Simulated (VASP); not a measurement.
# Ag (Im-3m) in VASP: further runs

Runs on Ag. Level: PBE. Tasks: single point.

Program: VASP 6.6.1. These are calculated values, not measurements. Logs are shortened: lines on timing, memory, paths and dates and some standing lists are left out, and cuts for length are marked.

## Step 1: The cell of the first run

Symmetry: Im-3m, No. 229, cubic system. Conventional cell: a = 3.311 Å, b = 3.311 Å, c = 3.311 Å, α = 90.00°, β = 90.00°, γ = 90.00°. Within 3.8 Å of Ag (site symmetry m-3m) lie 14 Ag at 2.87 to 3.31 Å.

## Step 2: Single point, PBE

The input, INCAR:

```
PREC = Accurate
ENCUT = 520
EDIFF = 1E-6
ISMEAR = 0
SIGMA = 0.017
LREAL = F
LASPH = T
NELM = 60
ALGO = Normal
ISIF = 2
LWAVE = F
LCHARG = F
GGA = PE
NBANDS = 12
```

The input, KPOINTS:

```
regular mesh
0
Gamma
  11 11 11
```

The input, POSCAR:

```
Ag
1.0
   -1.6556540000      1.6556540000      1.6556540000
    1.6556540000     -1.6556540000      1.6556540000
    1.6556540000      1.6556540000     -1.6556540000
Ag
1
Direct
    0.0000000000      0.0000000000      0.0000000000
```

Potentials or basis: VASP PAW PBE potentials, release 64 (Ag).

On the command line:

```
cat potpaw_PBE.64/Ag/POTCAR > POTCAR
mpirun -np 1 vasp_std > vasp.out
```

OUTCAR:

```text
PREC = Accurate
   ENCUT = 520
   EDIFF = 1E-6
   ISMEAR = 0
   LREAL = F
   LASPH = T
   NELM = 60
   ISIF = 2
   GGA = PE

 ion  position               nearest neighbor table
   1  0.000  0.000  0.000-

  LATTYP: Found a body centered cubic cell.
 ALAT       =     3.3113080000

  Lattice vectors:

 A1 = (  -1.6556540000,   1.6556540000,   1.6556540000)
 A2 = (   1.6556540000,  -1.6556540000,   1.6556540000)
 A3 = (   1.6556540000,   1.6556540000,  -1.6556540000)

Analysis of symmetry for initial positions (statically):
=====================================================================
 Subroutine PRICEL returns:
 Original cell was already a primitive cell.

 Routine SETGRP: Setting up the symmetry group for a
 body centered cubic supercell.

 Subroutine GETGRP returns: Found 48 space group operations
 (whereof 48 operations were pure point group operations)
 out of a pool of 48 trial point group operations.

The static configuration has the point symmetry O_h .

Analysis of symmetry for dynamics (positions and initial velocities):
=====================================================================
 Subroutine PRICEL returns:
 Original cell was already a primitive cell.

 Routine SETGRP: Setting up the symmetry group for a
 body centered cubic supercell.

 Subroutine GETGRP returns: Found 48 space group operations
 (whereof 48 operations were pure point group operations)
 out of a pool of 48 trial point group operations.

The dynamic configuration has the point symmetry O_h .

 Subroutine INISYM returns: Found 48 space group operations
 (whereof 48 operations are pure point group operations),
 and found     1 'primitive' translations

----------------------------------------------------------------------------------------

                                     Primitive cell

  volume of cell :      18.1538

  direct lattice vectors                    reciprocal lattice vectors
    -1.655654000  1.655654000  1.655654000     0.000000000  0.301995465  0.301995465
     1.655654000 -1.655654000  1.655654000     0.301995465  0.000000000  0.301995465
     1.655654000  1.655654000 -1.655654000     0.301995465  0.301995465  0.000000000

  length of vectors
     2.867676848  2.867676848  2.867676848     0.427086083  0.427086083  0.427086083

[... 83 lines left out ...]
   NFREE  =      0    steps in history (QN), initial steepest desc. (CG)
   ISIF   =      2    stress and relaxation
   ISYM   =      2    0-nonsym 1-usesym 2-fastsym
   POTIM  = 0.5000    time-step for ionic-motion
   TEBEG  =    0.0;   TEEND  =   0.0 temperature during run
   PSTRESS=    0.0 pullay stress
   NELECT =      11.0000    total number of electrons
   NUPDOWN=      -1.0000    fix difference up-down
   EMIN   =  10.00;   EMAX   =-10.00  energy-range for DOS
   EFERMI =   0.00;   METHOD = LEGACY
   ISMEAR =     0;   SIGMA  =   0.02  broadening in eV -4-tet -1-fermi 0-gaus
   EFERMI_NEDOS =   21; number of points for ismear=-14 and -15
   IALGO  =     38    algorithm
   IMIX   =      4    mixing-type and parameters
     AMIX     =   0.40;   BMIX     =  1.00
     AMIX_MAG =   1.60;   BMIX_MAG =  1.00
  volume/ion in A,a.u.               =      18.15       122.51
  Fermi-wavevector in a.u.,A,eV,Ry     =   1.385318  2.617871 26.111022  1.919106
  Thomas-Fermi vector in A             =   2.509739
   LORBIT       =      0    0 simple, 1 ext, 2 COOP (PROOUT), +10 PAW based schemes
   GGA     = PE    functional components
   LHFCALC =     F    Hartree Fock is set to
   AEXX    =    0.0000 exact exchange contribution
   IVDW    =     0    specifies the selected vdW correction
   LEPSILON=     F    determine dielectric tensor
   LRPA    =     F    only Hartree local field effects (RPA)
 non-spin polarized calculation
 Gauss-broadening in eV      SIGMA  =   0.02
  energy-cutoff  :      520.00
  volume of cell :       18.15
 maximum number of plane-waves:       498
 NGX is ok and might be reduce to    24
   NGX = 11   NGY = 11   NGZ = 11

 number of electron      11.0000001 magnetization

 Free energy of the ion-electron system (eV)
  ---------------------------------------------------
  ext. energy  EPLUGINS =         0.00000000
  ---------------------------------------------------
  free energy    TOTEN  =        -2.69321324 eV

  energy without entropy =       -2.69287028  energy(sigma->0) =       -2.69304176

 E-fermi :   7.5558     XC(G=0): -11.8380

 val. band max:        7.5541775563   @ k =  -0.3636   0.4545   0.0909
 cond. band min:       7.7815963591   @ k =  -0.4545   0.4545   0.0909
 fundamental gap:      0.2274188029
 Fermi energy:         7.5557516197

 k-point     1 :       0.0000    0.0000    0.0000
  band No.  band energies     occupation
      1       0.2785      2.00000
      2       2.8972      2.00000
      3       2.8972      2.00000
      4       2.8972      2.00000
      5       4.0998      2.00000
      6       4.0998      2.00000
      7      25.3418      0.00000
      8      25.3418      0.00000
      9      25.3418      0.00000
     10      30.7071      0.00000
     11      30.7071      0.00000
     12      30.7071      0.00000
[... 331 lines left out ...]
 k-point    24 :       0.3636    0.1818    0.0909
  band No.  band energies     occupation
      1       2.0933      2.00000
      2       2.3608      2.00000
      3       3.5545      2.00000
      4       4.1392      2.00000
      5       4.2459      2.00000
      6      10.2927      0.00000
      7      11.7615      0.00000
      8      16.1472      0.00000
      9      18.6395      0.00000
     10      29.6148      0.00000
     11      32.1084      0.00000
     12      33.4971      0.00000

 [... further k-points ...]

------------------------ aborting loop because EDIFF is reached ----------------------------------------

  FORCE on cell =-STRESS in cart. coord.  units (eV):
  Direction    XX          YY          ZZ          XY          YZ          ZX
  --------------------------------------------------------------------------------------
  -------------------------------------------------------------------------------------
  Total       -0.1018183     -0.1018183     -0.1018183     -0.0000000     -0.0000000     -0.0000000
  in kB       -8.9860266     -8.9860266     -8.9860266     -0.0000000     -0.0000000     -0.0000000
  external PRESSURE =      -8.9860266 kB  Pullay stress =       0.0000000 kB

 VOLUME and BASIS-vectors are now :
 -----------------------------------------------------------------------------
  energy-cutoff  :      520.00
  volume of cell :       18.15
      direct lattice vectors                 reciprocal lattice vectors
    -1.655654000  1.655654000  1.655654000     0.000000000  0.301995465  0.301995465
     1.655654000 -1.655654000  1.655654000     0.301995465  0.000000000  0.301995465
     1.655654000  1.655654000 -1.655654000     0.301995465  0.301995465  0.000000000

 POSITION                                       TOTAL-FORCE (eV/Angst)
 -----------------------------------------------------------------------------------
      0.00000      0.00000      0.00000         0.000000     -0.000000      0.000000
 -----------------------------------------------------------------------------------
    total drift:                                0.000000      0.000000     -0.000000

  FREE ENERGIE OF THE ION-ELECTRON SYSTEM (eV)
  ---------------------------------------------------
  free  energy   TOTEN  =        -2.6932132444 eV

  energy  without entropy=       -2.6928702804  energy(sigma->0) =       -2.69304176
```

It took 20 s on 1 thread of Intel Xeon 8259CL, shared host; peak memory 0.14 GiB.

Results:

- Free energy: -2.6932 eV
- Pressure: -0.9 GPa

## Step 3: Single point, PBE

The input, INCAR:

```
SYSTEM = Ag
PREC = Accurate
ENCUT = 520
EDIFF = 1E-7
ISMEAR = 0
SIGMA = 0.020999999999999998
LREAL = .False.
LASPH = .True.
NELM = 60
ALGO = Normal
ISIF = 2
LWAVE = .False.
LCHARG = .True.
GGA = PE
LELF = .True.
LVHAR = .True.
NBANDS = 12
```

The input, KPOINTS:

```
Automatic mesh
0
Gamma
  11 11 11
  0 0 0
```

POSCAR is that of step 2.

Potentials or basis: VASP PAW PBE potentials, release 64 (Ag).

On the command line:

```
cat potpaw_PBE.64/Ag/POTCAR > POTCAR
mpirun -np 1 vasp_std > vasp.out
```

It took 16 s on 1 thread of Intel Xeon 8259CL, shared host; peak memory 0.14 GiB.

It converged, with:

```yaml
Free_energy: -2.6933 eV
Pressure: -0.9 GPa
```

Levels at points of the mesh, in eV from the Fermi level:
```tsv
k point	band 2	band 3	band 4	band 5	band 6	band 7	band 8	band 9	band 10	band 11
(0.00, 0.00, 0.00)	-4.66	-4.66	-4.66	-3.46	-3.46	17.79	17.79	17.79	23.15	23.15
```

## Step 4: Single point, PBE

The input, INCAR:

```
SYSTEM = Ag
PREC     = Accurate       ! precision mode
ENCUT    = 520            ! plane-wave cutoff, eV
EDIFF    = 1E-6           ! SCF threshold, eV
ISMEAR   = 0              ! smearing method
SIGMA    = 0.022          ! smearing width, eV
LREAL    = .False.        ! projectors in reciprocal space
LASPH    = .True.         ! aspherical terms in the spheres
NELM     = 60             ! most SCF steps
ALGO     = Normal         ! electronic algorithm
ISIF     = 2              ! what is computed and relaxed
LWAVE    = .False.        ! write WAVECAR
LCHARG   = .False.        ! write CHGCAR
GGA      = PE             ! functional
NBANDS   = 12             ! bands
```

KPOINTS is that of step 3.

POSCAR is that of step 3.

On the command line:

```
cat potpaw_PBE.64/Ag/POTCAR > POTCAR
mpirun -np 1 vasp_std > vasp.out
```

Wall time 19 s (1 thread of Intel Xeon 8259CL, shared host); peak memory 0.14 GiB.

The run converged. Its results:

| Quantity | Value |
| --- | --- |
| Free energy | -2.6933 eV |
| Pressure | -0.9 GPa |

Levels at points of the mesh, in eV from the Fermi level:
```
           k point  band 4  band 5  band 6  band 7  band 8  band 9
(0.00, 0.00, 0.00)   -4.66   -3.46   -3.46   17.79   17.79   17.79
```

## Step 5: Single point, PBE

The input, INCAR:

```
SYSTEM = Ag
PREC = Accurate ; ENCUT = 520
EDIFF = 1E-6 ; ISMEAR = 0
SIGMA = 0.024 ; LREAL = .False.
LASPH = .True. ; NELM = 100
ALGO = Normal ; ISIF = 2
LWAVE = .False. ; LCHARG = .False.
GGA = PE ; NBANDS = 12
```

KPOINTS is that of step 4.

POSCAR is that of step 4.

On the command line:

```
cat potpaw_PBE.64/Ag/POTCAR > POTCAR
mpirun -np 1 vasp_std > vasp.out
```

Run time: 17 s. Hardware: 1 thread of Intel Xeon 8259CL, shared host; peak memory 0.14 GiB.

The run converged. Its results:

```
Free energy : -2.6934 eV
Pressure    : -0.9 GPa
```

Levels at points of the mesh, in eV from the Fermi level:
| k point | band 3 | band 4 | band 5 | band 6 | band 7 | band 8 | band 9 | band 10 |
| --- | --- | --- | --- | --- | --- | --- | --- | --- |
| (0.00, 0.00, 0.00) | -4.66 | -4.66 | -3.46 | -3.46 | 17.79 | 17.79 | 17.79 | 23.15 |

## Step 6: Overview

| smearing | gap on the mesh (eV) | pressure (GPa) |
| --- | --- | --- |
| gaussian 0.017 eV | none | -0.9 |
| gaussian 0.021 eV | none | -0.9 |
| gaussian 0.022 eV | none | -0.9 |
| gaussian 0.024 eV | none | -0.9 |

Alike in all rows: task single point; level PBE; potentials or basis VASP PAW PBE potentials, release 64 (Ag); no spin polarisation; cell as given; k mesh 11 × 11 × 11; cutoff (eV) 520.

Every run on the cell as given and a fine mesh finds a metal.

Total energies depend on the potentials used, so only differences within one code and one set of settings carry meaning.
